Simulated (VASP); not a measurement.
# TaTl (P6/mmm) in VASP: notebook

The runs below take TaTl through single point, relaxation of cell and atoms, with PBE.

All numbers are computed with VASP 6.6.1; they aren't measurements. Logs are shortened: lines on timing, memory, paths and dates and some standing lists are left out, and cuts for length are marked.

## 1. The cell of the first run

It takes space group P6/mmm (No. 191, hexagonal). Conventional cell: a = 5.785 Å, b = 5.785 Å, c = 5.065 Å, α = 90.00°, β = 90.00°, γ = 120.00°. Ta (site symmetry mmm) has 4 Ta at 2.89 Å and 6 Tl at 2.89 to 3.03 Å within 3.8 Å. Tl (site symmetry 6/mmm) has 6 Ta at 2.89 Å within 3.8 Å. Within 4.0 Å of Tl (site symmetry -6m2) lie 6 Ta at 3.03 Å and 3 Tl at 3.34 Å.

## 2. Single point, PBE

File INCAR:

```
PREC     = Accurate       # precision mode
ENCUT    = 520            # plane-wave cutoff, eV
EDIFF    = 1E-6           # SCF threshold, eV
ISMEAR   = 0              # smearing method
SIGMA    = 0.1            # smearing width, eV
LREAL    = False          # projectors in reciprocal space
LASPH    = True           # aspherical terms in the spheres
NELM     = 80             # most SCF steps
ALGO     = Fast           # electronic algorithm
ISIF     = 2              # what is computed and relaxed
LWAVE    = False          # write WAVECAR
LCHARG   = False          # write CHGCAR
GGA      = PE             # functional
NBANDS   = 45             # bands
```

File KPOINTS:

```
regular mesh
0
Gamma
  6 6 8
```

File POSCAR:

```
TaTl
1.0
    5.7852604642      0.0000000000      0.0000000000
   -2.8926302321      5.0101825295      0.0000000000
    0.0000000000      0.0000000000      5.0646835148
Ta Tl
3 3
Direct
    0.5000000000      0.0000000000      0.0000000000
    0.5000000000      0.5000000000      0.0000000000
    0.0000000000      0.5000000000      0.0000000000
    0.0000000000      0.0000000000      0.0000000000
    0.3333333333      0.6666666667      0.5000000000
    0.6666666667      0.3333333333      0.5000000000
```

Potentials or basis: VASP PAW PBE potentials, release 64 (Ta_pv, Tl_d).

The run is started by

```sh
cat potpaw_PBE.64/Ta_pv/POTCAR potpaw_PBE.64/Tl_d/POTCAR > POTCAR
mpirun -np 1 vasp_std > vasp.out
```

OUTCAR:

```text
PREC = Accurate
   ENCUT = 520
   EDIFF = 1E-6
   ISMEAR = 0
   LREAL = False
   LASPH = True
   NELM = 80
   ISIF = 2
   GGA = PE

 ion  position               nearest neighbor table
   1  0.500  0.000  0.000-   2 2.89   3 2.89   2 2.89   3 2.89   4 2.89   4 2.89   6 3.03   5 3.03
                             6 3.03   5 3.03
   2  0.500  0.500  0.000-   1 2.89   4 2.89   1 2.89   4 2.89   3 2.89   3 2.89   6 3.03   5 3.03
                             6 3.03   5 3.03
   3  0.000  0.500  0.000-   1 2.89   4 2.89   4 2.89   1 2.89   2 2.89   2 2.89   6 3.03   5 3.03
                             6 3.03   5 3.03
   4  0.000  0.000  0.000-   2 2.89   3 2.89   3 2.89   2 2.89   1 2.89   1 2.89
   5  0.333  0.667  0.500-   1 3.03   1 3.03   3 3.03   3 3.03   2 3.03   2 3.03   6 3.34   6 3.34
                             6 3.34
   6  0.667  0.333  0.500-   1 3.03   1 3.03   3 3.03   3 3.03   2 3.03   2 3.03   5 3.34   5 3.34
                             5 3.34

  LATTYP: Found a hexagonal cell.
 ALAT       =     5.7852604642
 C/A-ratio  =     0.8754460661

  Lattice vectors:

 A1 = (   5.7852604642,   0.0000000000,   0.0000000000)
 A2 = (  -2.8926302321,   5.0101825295,   0.0000000000)
 A3 = (   0.0000000000,   0.0000000000,   5.0646835148)

Analysis of symmetry for initial positions (statically):
=====================================================================
 Subroutine PRICEL returns:
 Original cell was already a primitive cell.

 Routine SETGRP: Setting up the symmetry group for a
 hexagonal supercell.

 Subroutine GETGRP returns: Found 24 space group operations
 (whereof 24 operations were pure point group operations)
 out of a pool of 24 trial point group operations.

The static configuration has the point symmetry D_6h.

Analysis of symmetry for dynamics (positions and initial velocities):
=====================================================================
 Subroutine PRICEL returns:
 Original cell was already a primitive cell.

 Routine SETGRP: Setting up the symmetry group for a
 hexagonal supercell.

 Subroutine GETGRP returns: Found 24 space group operations
 (whereof 24 operations were pure point group operations)
 out of a pool of 24 trial point group operations.

The dynamic configuration has the point symmetry D_6h.

 Subroutine INISYM returns: Found 24 space group operations
 (whereof 24 operations are pure point group operations),
 and found     1 'primitive' translations

----------------------------------------------------------------------------------------

                                     Primitive cell

  volume of cell :     146.8009

  direct lattice vectors                    reciprocal lattice vectors
     5.785260464  0.000000000  0.000000000     0.172853064  0.099796763  0.000000000
    -2.892630232  5.010182529  0.000000000     0.000000000  0.199593527  0.000000000
     0.000000000  0.000000000  5.064683515     0.000000000  0.000000000  0.197445704

  length of vectors
     5.785260464  5.785260464  5.064683515     0.199593527  0.199593527  0.197445704

  position of ions in fractional coordinates (direct lattice)
     0.500000000  0.000000000  0.000000000
     0.500000000  0.500000000  0.000000000
     1.000000000  0.500000000  0.000000000
     0.000000000  0.000000000  0.000000000
     0.333333333  0.666666667  0.500000000
     0.666666667  0.333333333  0.500000000

  ion indices of the primitive-cell ions
   primitive index   ion index
                 1           1
                 2           2
                 3           3
                 4           4
                 5           5
                 6           6

----------------------------------------------------------------------------------------

 KPOINTS: regular mesh

Automatic generation of k-mesh.
 Grid dimensions read from file:
 generate k-points for:    6    6    8

 Generating k-lattice:

  Cartesian coordinates                     Fractional coordinates (reciprocal lattice)
     0.028808844  0.016632794  0.000000000     0.166666667 -0.000000000  0.000000000
     0.000000000  0.033265588  0.000000000     0.000000000  0.166666667  0.000000000
     0.000000000  0.000000000  0.024680713     0.000000000  0.000000000  0.125000000

  Length of vectors
     0.033265588  0.033265588  0.024680713

  Shift w.r.t. Gamma in fractional coordinates (k-lattice)
     0.000000000  0.000000000  0.000000000

 Subroutine IBZKPT returns following result:
 ===========================================

 Found     35 irreducible k-points:

 Following reciprocal coordinates:
            Coordinates               Weight
  0.000000  0.000000  0.000000      1.000000
  0.166667  0.000000  0.000000      6.000000
  0.333333 -0.000000  0.000000      6.000000
  0.500000 -0.000000  0.000000      3.000000
  0.166667  0.166667  0.000000      6.000000
  0.333333  0.166667  0.000000     12.000000
[... 16 lines left out ...]
  0.166667  0.000000  0.375000     12.000000
  0.333333 -0.000000  0.375000     12.000000
 [... further k-points ...]
   k-points           NKPTS =     35   k-points in BZ     NKDIM =     35   number of bands    NBANDS=     45
   number of dos      NEDOS =    301   number of ions     NIONS =      6
   total plane-waves  NPLWV =  92160
   dimension x,y,z NGX =    48 NGY =   48 NGZ =   40
   dimension x,y,z NGXF=    96 NGYF=   96 NGZF=   80
   ions per type =               3   3
   NGX,Y,Z   is equivalent  to a cutoff of  13.79, 13.79, 13.13 a.u.
   NGXF,Y,Z  is equivalent  to a cutoff of  27.59, 27.59, 26.26 a.u.
 SYSTEM =  unknown system
   PREC   = accura    normal or accurate (medium, high low for compatibility)
   ISTART =      0    job   : 0-new  1-cont  2-samecut
   ICHARG =      2    charge: 1-file 2-atom 10-const
   ISPIN  =      1    spin polarized calculation?
   LNONCOLLINEAR =      F non collinear calculations
   LSORBIT =      F    spin-orbit coupling
   LASPH  =      T    aspherical Exc in radial PAW
   ENCUT  =  520.0 eV  38.22 Ry    6.18 a.u.  10.76 10.76  9.42*2*pi/ulx,y,z
   NELM   =     80;   NELMIN=  2; NELMDL= -5     # of ELM steps
   EDIFF  = 0.1E-05   stopping-criterion for ELM
   LREAL  =      F    real-space projection
   EDIFFG = 0.1E-04   stopping-criterion for IOM
   NSW    =      0    number of steps for IOM
   IBRION =     -1    ionic relax: 0-MD 1-quasi-New 2-CG
   NFREE  =      0    steps in history (QN), initial steepest desc. (CG)
   ISIF   =      2    stress and relaxation
   ISYM   =      2    0-nonsym 1-usesym 2-fastsym
   POTIM  = 0.5000    time-step for ionic-motion
   TEBEG  =    0.0;   TEEND  =   0.0 temperature during run
   PSTRESS=    0.0 pullay stress
   NELECT =      72.0000    total number of electrons
   NUPDOWN=      -1.0000    fix difference up-down
   EMIN   =  10.00;   EMAX   =-10.00  energy-range for DOS
   EFERMI =   0.00;   METHOD = LEGACY
   ISMEAR =     0;   SIGMA  =   0.10  broadening in eV -4-tet -1-fermi 0-gaus
   EFERMI_NEDOS =   21; number of points for ismear=-14 and -15
   IALGO  =     68    algorithm
   IMIX   =      4    mixing-type and parameters
     AMIX     =   0.40;   BMIX     =  1.00
     AMIX_MAG =   1.60;   BMIX_MAG =  1.00
  volume/ion in A,a.u.               =      24.47       165.11
  Fermi-wavevector in a.u.,A,eV,Ry     =   1.291049  2.439729 22.678294  1.666808
  Thomas-Fermi vector in A             =   2.422843
   LORBIT       =      0    0 simple, 1 ext, 2 COOP (PROOUT), +10 PAW based schemes
   GGA     = PE    functional components
   LHFCALC =     F    Hartree Fock is set to
   AEXX    =    0.0000 exact exchange contribution
   IVDW    =     0    specifies the selected vdW correction
   LEPSILON=     F    determine dielectric tensor
   LRPA    =     F    only Hartree local field effects (RPA)
 non-spin polarized calculation
 RMM-DIIS sequential band-by-band and
 Gauss-broadening in eV      SIGMA  =   0.10
  energy-cutoff  :      520.00
  volume of cell :      146.80
 maximum number of plane-waves:      3980
 NGX is ok and might be reduce to    48
   NGX = 21   NGY = 21   NGZ = 19

 number of electron      72.0000007 magnetization

 Free energy of the ion-electron system (eV)
  ---------------------------------------------------
  ext. energy  EPLUGINS =         0.00000000
  ---------------------------------------------------
  free energy    TOTEN  =       -38.73041677 eV

  energy without entropy =      -38.70307507  energy(sigma->0) =      -38.71674592

 E-fermi :   5.6088     XC(G=0): -10.7728

 val. band max:        5.6061032061   @ k =   0.1667   0.1667   0.5000
 cond. band min:       5.6106007501   @ k =   0.3333  -0.0000   0.1250
 fundamental gap:      0.0044975440
 Fermi energy:         5.6087561150

 k-point     1 :       0.0000    0.0000    0.0000
  band No.  band energies     occupation
      1     -29.1890      2.00000
      2     -28.9844      2.00000
      3     -28.9752      2.00000
      4     -28.9752      2.00000
      5     -28.8679      2.00000
      6     -28.8679      2.00000
[... 37 lines left out ...]
     44       9.4052      0.00000
     45       9.5474      0.00000

 k-point     2 :       0.1667    0.0000    0.0000
  band No.  band energies     occupation
      1     -29.1450      2.00000
      2     -28.9776      2.00000
      3     -28.9671      2.00000
      4     -28.9443      2.00000
      5     -28.8749      2.00000
      6     -28.8680      2.00000
[... 37 lines left out ...]
     44       9.6384      0.00000
     45       9.9589      0.00000

 k-point     3 :       0.3333   -0.0000    0.0000
  band No.  band energies     occupation
      1     -29.0639      2.00000
      2     -28.9601      2.00000
      3     -28.9054      2.00000
      4     -28.8928      2.00000
      5     -28.8681      2.00000
      6     -28.8606      2.00000
[... 37 lines left out ...]
     44       9.1272      0.00000
     45       9.3167      0.00000

 k-point     4 :       0.5000   -0.0000    0.0000
  band No.  band energies     occupation
      1     -29.0411      2.00000
      2     -28.9460      2.00000
      3     -28.9071      2.00000
      4     -28.8681      2.00000
      5     -28.7767      2.00000
      6     -28.7714      2.00000
[... 901 lines left out ...]
     44       8.7130      0.00000
     45       8.7194      0.00000

 k-point    23 :       0.1667    0.0000    0.3750
  band No.  band energies     occupation
      1     -29.1431      2.00000
      2     -28.9815      2.00000
      3     -28.9672      2.00000
      4     -28.9444      2.00000
      5     -28.8748      2.00000
      6     -28.8676      2.00000
[... 37 lines left out ...]
     44       8.5710      0.00000
     45       8.9056      0.00000

 k-point    24 :       0.3333   -0.0000    0.3750
  band No.  band energies     occupation
      1     -29.0628      2.00000
      2     -28.9633      2.00000
      3     -28.9049      2.00000
      4     -28.8934      2.00000
      5     -28.8676      2.00000
      6     -28.8606      2.00000
[... 37 lines left out ...]
     44       8.7725      0.00000
     45       8.8721      0.00000

 [... further k-points ...]

------------------------ aborting loop because EDIFF is reached ----------------------------------------

  FORCE on cell =-STRESS in cart. coord.  units (eV):
  Direction    XX          YY          ZZ          XY          YZ          ZX
  --------------------------------------------------------------------------------------
  -------------------------------------------------------------------------------------
  Total       -0.0719032     -0.0719032     -0.0411566     -0.0000000      0.0000000      0.0000000
  in kB       -0.7847479     -0.7847479     -0.4491810     -0.0000000      0.0000000      0.0000000
  external PRESSURE =      -0.6728923 kB  Pullay stress =       0.0000000 kB

 VOLUME and BASIS-vectors are now :
 -----------------------------------------------------------------------------
  energy-cutoff  :      520.00
  volume of cell :      146.80
      direct lattice vectors                 reciprocal lattice vectors
     5.785260464  0.000000000  0.000000000     0.172853064  0.099796763  0.000000000
    -2.892630232  5.010182529  0.000000000     0.000000000  0.199593527  0.000000000
     0.000000000  0.000000000  5.064683515     0.000000000  0.000000000  0.197445704

 POSITION                                       TOTAL-FORCE (eV/Angst)
 -----------------------------------------------------------------------------------
      2.89263      0.00000      0.00000         0.000000      0.000000      0.000000
      1.44632      2.50509      0.00000         0.000000      0.000000      0.000000
     -1.44632      2.50509      0.00000         0.000000      0.000000      0.000000
      0.00000      0.00000      0.00000         0.000000      0.000000      0.000000
     -0.00000      3.34012      2.53234        -0.000000     -0.000000     -0.000000
      2.89263      1.67006      2.53234         0.000000      0.000000      0.000000
 -----------------------------------------------------------------------------------
    total drift:                               -0.000000      0.000000      0.000000

  FREE ENERGIE OF THE ION-ELECTRON SYSTEM (eV)
  ---------------------------------------------------
  free  energy   TOTEN  =       -38.7304167689 eV

  energy  without entropy=      -38.7030750665  energy(sigma->0) =      -38.71674592
```

It took 4.3 min on 1 thread of Intel Xeon Platinum 8259CL at 2.50GHz (Skylake/Cascade Lake), shared host; peak memory 0.39 GiB.

Results:

```yaml
Free_energy: -38.7304 eV
Pressure: -0.1 GPa
Band_gap_on_the_k_mesh: zero (bands 36 and 37 overlap by 0.80 eV)
```

Caveat: spin-orbit coupling is left out, which moves the levels of the heavy elements.

## 3. Relaxation of cell and atoms, PBE

This run uses another cell than the first one, of 21.84 Å³/atom.

File INCAR:

```
PREC = Accurate
ENCUT = 600
EDIFF = 1E-7
ISMEAR = 0
SIGMA = 0.1
LREAL = F
LASPH = T
NELM = 100
ALGO = Fast
ISIF = 3
LWAVE = F
LCHARG = F
GGA = PE
IBRION = 2
NSW = 90
EDIFFG = -0.04
```

File KPOINTS:

```
regular mesh
0
Gamma
  6 6 4
```

Changes to POSCAR since step 2:

```diff
@@ -2,5 +2,5 @@
 1.0
-    5.7852604642      0.0000000000      0.0000000000
-   -2.8926302321      5.0101825295      0.0000000000
-    0.0000000000      0.0000000000      5.0646835148
+    5.7239133076      0.0000000000      0.0000000000
+   -2.8619566538      4.9570543334      0.0000000000
+    0.0000000000      0.0000000000      4.6181573277
 Ta Tl
```

Potentials or basis: VASP PAW PBE potentials, release 64 (Ta_pv, Tl_d).

The run is started by

```sh
cat potpaw_PBE.64/Ta_pv/POTCAR potpaw_PBE.64/Tl_d/POTCAR > POTCAR
mpirun -np 1 vasp_std > vasp.out
```

Wall time 18 min (1 thread of Intel Xeon Platinum 8259CL at 2.50GHz (Skylake/Cascade Lake), shared host); peak memory 0.37 GiB.

Results (log left out):

| Quantity | Value |
| --- | --- |
| Free energy | -38.7124 eV |
| Relaxed volume | 24.48 Å³/atom |
| Relaxed cell | a = 5.783 Å, b = 5.783 Å, c = 5.070 Å, α = 90.00°, β = 90.00°, γ = 120.00° |
| Space group after relaxing (to 0.1 Å) | P6/mmm (No. 191) |
| Energy gained by relaxing | 143.9 meV/atom |
| Ionic steps | 8 |
| Pressure after relaxing | 0.0 GPa |
| Band gap on the k mesh | zero (bands 36 and 37 overlap by 0.71 eV) |

Step by step:
```tsv
step	energy change (eV)	largest force (eV/Å)	pressure (GPa)	volume (Å³)
1	0.0000	0.0000	14.22	131.03
2	0.1229	0.0000	-11.03	171.06
3	-0.7502	0.0000	-1.59	148.12
4	-0.7509	0.0000	-1.34	147.73
5	-0.8629	0.0000	0.38	146.31
6	-0.8629	0.0000	0.35	146.33
7	-0.8631	0.0000	-0.27	147.28
8	-0.8635	0.0000	0.00	146.86
```

Final structure:
```cif
data_structure
_symmetry_space_group_name_H-M 'P 1'
_symmetry_Int_Tables_number 1
_cell_length_a 5.7832
_cell_length_b 5.7832
_cell_length_c 5.0704
_cell_angle_alpha 90.000
_cell_angle_beta 90.000
_cell_angle_gamma 120.000
_cell_volume 146.86
loop_
_atom_site_label
_atom_site_type_symbol
_atom_site_fract_x
_atom_site_fract_y
_atom_site_fract_z
_atom_site_occupancy
Ta1 Ta 0.50000 0.00000 0.00000 1
Ta2 Ta 0.50000 0.50000 0.00000 1
Ta3 Ta 0.00000 0.50000 0.00000 1
Tl1 Tl 0.00000 0.00000 0.00000 1
Tl2 Tl 0.33333 0.66667 0.50000 1
Tl3 Tl 0.66667 0.33333 0.50000 1
```

Levels at points of the mesh, in eV from the Fermi level:
```csv
k point,band 33,band 34,band 35,band 36,band 37,band 38,band 39,band 40
"(0.00, 0.00, 0.00)",-0.89,-0.89,-0.25,-0.25,-0.21,-0.21,2.77,3.09
"(0.50, 0.00, 0.00)",-1.09,-0.73,-0.60,-0.48,0.28,0.69,1.19,1.24
"(0.00, 0.00, 0.50)",-1.09,0.09,0.09,0.38,0.46,0.46,1.33,1.33
"(0.50, 0.00, 0.50)",-1.39,-1.03,-0.01,0.49,0.50,0.64,0.86,1.35
```

Caveat: spin-orbit coupling is left out, which moves the levels of the heavy elements.

The gap in the log of VASP goes by the Fermi energy; the results here count the filled bands.